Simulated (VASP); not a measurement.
# Sb (I4_1/amd) in VASP: notebook, part 3 of 3

VASP 6.6.1.

### 5 Single point, PBE (volume scaled by 0.75)

INCAR reads:

```
PREC     = Accurate       # precision mode
ENCUT    = 520            # plane-wave cutoff, eV
EDIFF    = 1E-7           # SCF threshold, eV
ISMEAR   = -1             # smearing method
SIGMA    = 0.08           # smearing width, eV
LREAL    = F              # projectors in reciprocal space
LASPH    = T              # aspherical terms in the spheres
NELM     = 60             # most SCF steps
ALGO     = Normal         # electronic algorithm
ISIF     = 2              # what is computed and relaxed
LWAVE    = F              # write WAVECAR
LCHARG   = F              # write CHGCAR
GGA      = PE             # functional
NBANDS   = 12             # bands
```

KPOINTS reads:

```
Automatic mesh
0
Gamma
  15 15 15
```

POSCAR reads:

```
Sb
1.0
   -2.7576953156      2.7576953156      1.4552639948
    2.7576953156     -2.7576953156      1.4552639948
    2.7576953156      2.7576953156     -1.4552639948
Sb
2
Direct
   -0.3750000000     -0.1250000000     -0.2500000000
    0.3750000000      0.1250000000      0.2500000000
```

Potentials or basis: VASP PAW PBE potentials, release 64 (Sb).

The run is started by

```console
> cat potpaw_PBE.64/Sb/POTCAR > POTCAR
> mpirun -np 1 vasp_std > vasp.out
```

OUTCAR:

```text
PREC = Accurate
   ENCUT = 520
   EDIFF = 1E-7
   ISMEAR = -1
   LREAL = F
   LASPH = T
   NELM = 60
   ISIF = 2
   GGA = PE

 ion  position               nearest neighbor table
   1  0.625  0.875  0.750-   2 2.85   2 2.85   2 2.85   2 2.85   2 3.52   2 3.52   2 3.52   2 3.52

   2  0.375  0.125  0.250-   1 2.85   1 2.85   1 2.85   1 2.85   1 3.52   1 3.52   1 3.52   1 3.52

  LATTYP: Found a body centered tetragonal cell.
 ALAT       =     5.5153906312
 C/A-ratio  =     0.5277102175

  Lattice vectors:

 A1 = (  -2.7576953156,   2.7576953156,   1.4552639948)
 A2 = (   2.7576953156,  -2.7576953156,   1.4552639948)
 A3 = (   2.7576953156,   2.7576953156,  -1.4552639948)

Analysis of symmetry for initial positions (statically):
=====================================================================
 Subroutine PRICEL returns:
 Original cell was already a primitive cell.

 Routine SETGRP: Setting up the symmetry group for a
 body centered tetragonal supercell.

 Subroutine GETGRP returns: Found 16 space group operations
 (whereof  4 operations were pure point group operations)
 out of a pool of 16 trial point group operations.

The static configuration has the point symmetry C_2h.
 The point group associated with its full space group is D_4h.

Analysis of symmetry for dynamics (positions and initial velocities):
=====================================================================
 Subroutine PRICEL returns:
 Original cell was already a primitive cell.

 Routine SETGRP: Setting up the symmetry group for a
 body centered tetragonal supercell.

 Subroutine GETGRP returns: Found 16 space group operations
 (whereof  4 operations were pure point group operations)
 out of a pool of 16 trial point group operations.

The dynamic configuration has the point symmetry C_2h.
 The point group associated with its full space group is D_4h.

 Subroutine INISYM returns: Found 16 space group operations
 (whereof  4 operations are pure point group operations),
 and found     1 'primitive' translations

----------------------------------------------------------------------------------------

                                     Primitive cell

  volume of cell :      44.2685

  direct lattice vectors                    reciprocal lattice vectors
    -2.757695316  2.757695316  1.455263995     0.000000000  0.181310820  0.343580273
     2.757695316 -2.757695316  1.455263995     0.181310820  0.000000000  0.343580273
     2.757695316  2.757695316 -1.455263995     0.181310820  0.181310820  0.000000000

  length of vectors
     4.162638611  4.162638611  4.162638611     0.388485543  0.388485543  0.256412221

  position of ions in fractional coordinates (direct lattice)
     0.625000000  0.875000000  0.750000000
     0.375000000  0.125000000  0.250000000

  ion indices of the primitive-cell ions
   primitive index   ion index
                 1           1
                 2           2

----------------------------------------------------------------------------------------

 KPOINTS: Automatic mesh

Automatic generation of k-mesh.
 Grid dimensions read from file:
 generate k-points for:   15   15   15

 Generating k-lattice:

  Cartesian coordinates                     Fractional coordinates (reciprocal lattice)
     0.000000000  0.012087388  0.022905352     0.066666667  0.000000000  0.000000000
     0.012087388  0.000000000  0.022905352     0.000000000  0.066666667  0.000000000
     0.012087388  0.012087388  0.000000000     0.000000000  0.000000000  0.066666667

  Length of vectors
     0.025899036  0.025899036  0.017094148

  Shift w.r.t. Gamma in fractional coordinates (k-lattice)
     0.000000000  0.000000000  0.000000000

 Subroutine IBZKPT returns following result:
 ===========================================

 Found    288 irreducible k-points:

 Following reciprocal coordinates:
            Coordinates               Weight
  0.000000  0.000000  0.000000      1.000000
  0.066667 -0.000000  0.000000      8.000000
  0.133333 -0.000000  0.000000      8.000000
  0.200000  0.000000  0.000000      8.000000
  0.266667 -0.000000  0.000000      8.000000
  0.333333 -0.000000  0.000000      8.000000
[... 16 lines left out ...]
  0.133333  0.133333  0.000000      8.000000
  0.200000  0.133333  0.000000     16.000000
 [... further k-points ...]
   k-points           NKPTS =    288   k-points in BZ     NKDIM =    288   number of bands    NBANDS=     12
   number of dos      NEDOS =    301   number of ions     NIONS =      2
   total plane-waves  NPLWV =  32768
   dimension x,y,z NGX =    32 NGY =   32 NGZ =   32
   dimension x,y,z NGXF=    64 NGYF=   64 NGZF=   64
   ions per type =               2
   NGX,Y,Z   is equivalent  to a cutoff of  12.78, 12.78, 12.78 a.u.
   NGXF,Y,Z  is equivalent  to a cutoff of  25.56, 25.56, 25.56 a.u.
 SYSTEM =  unknown system
   PREC   = accura    normal or accurate (medium, high low for compatibility)
   ISTART =      0    job   : 0-new  1-cont  2-samecut
   ICHARG =      2    charge: 1-file 2-atom 10-const
   ISPIN  =      1    spin polarized calculation?
   LNONCOLLINEAR =      F non collinear calculations
   LSORBIT =      F    spin-orbit coupling
   LASPH  =      T    aspherical Exc in radial PAW
   ENCUT  =  520.0 eV  38.22 Ry    6.18 a.u.   7.74  7.74  7.74*2*pi/ulx,y,z
   NELM   =     60;   NELMIN=  2; NELMDL= -5     # of ELM steps
   EDIFF  = 0.1E-06   stopping-criterion for ELM
   LREAL  =      F    real-space projection
   EDIFFG = 0.1E-05   stopping-criterion for IOM
   NSW    =      0    number of steps for IOM
   IBRION =     -1    ionic relax: 0-MD 1-quasi-New 2-CG
   NFREE  =      0    steps in history (QN), initial steepest desc. (CG)
   ISIF   =      2    stress and relaxation
   ISYM   =      2    0-nonsym 1-usesym 2-fastsym
   POTIM  = 0.5000    time-step for ionic-motion
   TEBEG  =    0.0;   TEEND  =   0.0 temperature during run
   PSTRESS=    0.0 pullay stress
   NELECT =      10.0000    total number of electrons
   NUPDOWN=      -1.0000    fix difference up-down
   EMIN   =  10.00;   EMAX   =-10.00  energy-range for DOS
   EFERMI =   0.00;   METHOD = LEGACY
   ISMEAR =    -1;   SIGMA  =   0.08  broadening in eV -4-tet -1-fermi 0-gaus
   EFERMI_NEDOS =   21; number of points for ismear=-14 and -15
   IALGO  =     38    algorithm
   IMIX   =      4    mixing-type and parameters
     AMIX     =   0.40;   BMIX     =  1.00
     AMIX_MAG =   1.60;   BMIX_MAG =  1.00
  volume/ion in A,a.u.               =      22.13       149.37
  Fermi-wavevector in a.u.,A,eV,Ry     =   0.997034  1.884121 13.525241  0.994077
  Thomas-Fermi vector in A             =   2.129163
   LORBIT       =      0    0 simple, 1 ext, 2 COOP (PROOUT), +10 PAW based schemes
   GGA     = PE    functional components
   LHFCALC =     F    Hartree Fock is set to
   AEXX    =    0.0000 exact exchange contribution
   IVDW    =     0    specifies the selected vdW correction
   LEPSILON=     F    determine dielectric tensor
   LRPA    =     F    only Hartree local field effects (RPA)
 non-spin polarized calculation
  energy-cutoff  :      520.00
  volume of cell :       44.27
 maximum number of plane-waves:      1214
   NGX = 15   NGY = 15   NGZ = 15

 number of electron      10.0000000 magnetization

 number of electron       9.9999999 magnetization

 Free energy of the ion-electron system (eV)
  ---------------------------------------------------
  ext. energy  EPLUGINS =         0.00000000
  ---------------------------------------------------
  free energy    TOTEN  =        -6.95278155 eV

  energy without entropy =       -6.93501775  energy(sigma->0) =       -6.94389965

 E-fermi :  11.6008     XC(G=0): -11.0164

 val. band max:       11.5995829549   @ k =  -0.2667  -0.4000   0.1333
 cond. band min:      11.6055325332   @ k =  -0.3333   0.4667   0.3333
 fundamental gap:      0.0059495783
 Fermi energy:        11.6008073121

 k-point     1 :       0.0000    0.0000    0.0000
  band No.  band energies     occupation
      1      -3.5077      2.00000
      2       4.7766      2.00000
      3       6.7647      2.00000
      4       6.7647      2.00000
      5      12.5956      0.00001
      6      15.9864      0.00000
      7      15.9864      0.00000
      8      17.4806      0.00000
      9      17.7248      0.00000
     10      19.6351      0.00000
     11      20.4379      0.00000
     12      21.9832      0.00000
[... 331 lines left out ...]
 k-point    24 :       0.2000    0.1333    0.0000
  band No.  band energies     occupation
      1      -1.1757      2.00000
      2       4.9226      2.00000
      3       8.0144      2.00000
      4       8.8617      2.00000
      5       9.3618      2.00000
      6      10.0892      2.00000
      7      13.5537      0.00000
      8      13.8437      0.00000
      9      15.6896      0.00000
     10      17.0882      0.00000
     11      18.1128      0.00000
     12      22.7925      0.00000

 [... further k-points ...]
[... 5 lines left out ...]
  --------------------------------------------------------------------------------------
  -------------------------------------------------------------------------------------
  Total        8.6700494      8.6700494      8.6647310     -0.0000000      0.0000000     -0.0000000
  in kB      313.7890735    313.7890735    313.5965888     -0.0000000      0.0000000     -0.0000000
  external PRESSURE =     313.7249119 kB  Pullay stress =       0.0000000 kB

 VOLUME and BASIS-vectors are now :
 -----------------------------------------------------------------------------
  energy-cutoff  :      520.00
  volume of cell :       44.27
      direct lattice vectors                 reciprocal lattice vectors
    -2.757695316  2.757695316  1.455263995     0.000000000  0.181310820  0.343580273
     2.757695316 -2.757695316  1.455263995     0.181310820  0.000000000  0.343580273
     2.757695316  2.757695316 -1.455263995     0.181310820  0.181310820  0.000000000

 POSITION                                       TOTAL-FORCE (eV/Angst)
 -----------------------------------------------------------------------------------
      2.75770      1.37885      1.09145         0.000000     -0.000000      0.000000
     -0.00000      1.37885      0.36382        -0.000000      0.000000     -0.000000
 -----------------------------------------------------------------------------------
    total drift:                                0.000000     -0.000000      0.000000

  FREE ENERGIE OF THE ION-ELECTRON SYSTEM (eV)
  ---------------------------------------------------
  free  energy   TOTEN  =        -6.9527815530 eV

  energy  without entropy=       -6.9350177464  energy(sigma->0) =       -6.94389965
```

It took 73 s on 1 thread of Intel Xeon Platinum 8259CL at 2.50GHz (Skylake/Cascade Lake), shared host; peak memory 0.27 GiB.

What came out:

- Free energy: -6.9528 eV
- Pressure: 31.4 GPa
- Band gap on the k mesh: zero (band 5 reaches 15.74 eV, above the bottom of band 6 at 8.50 eV)

Levels at points of the mesh, in eV from the Fermi level:
```
           k point  band 2  band 3  band 4  band 5  band 6  band 7  band 8  band 9
(0.00, 0.00, 0.00)   -6.82   -4.84   -4.84    0.99    4.39    4.39    5.88    6.12
```

Caveat: spin-orbit coupling is left out, which moves the levels of the heavy elements.
